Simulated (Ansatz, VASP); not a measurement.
Pd in VASP and in Ansatz

```
Pd
1.0
     2.33730    0.00000    0.00000
     0.00000    2.33730    0.00000
     0.00000    0.00000    2.33730
Pd
1
Direct
  0.00000 0.00000 0.00000
```

Change from the starting cell: volume scaled by 0.78, crystal datasets.

Alike in both runs: task single point; functional LDA; k mesh 15 × 15 × 15; occupations fermi-dirac, width 0.1 eV; no spin polarisation.

|  | VASP | Ansatz |
| --- | --- | --- |
| version | VASP 6.6.1 | Ansatz 0.2.0 |
| potentials or method | VASP PAW LDA potentials, release 64 (Pd), cutoff 520 eV | all-electron PAW with datasets made for the crystal, scalar-relativistic |

```csv
,VASP,Ansatz,Ansatz less VASP
pressure (GPa),78.7,79.6,+0.85
```

LDA's correlation is that of Perdew and Zunger in VASP and of Perdew and Wang (1992) in Ansatz. Both programs put the cell under a high pressure, so it lies far from rest at this level. Ansatz ran all-electron here, and VASP with PAW potentials.

Noted on VASP's run: the cell as given lies far from equilibrium.
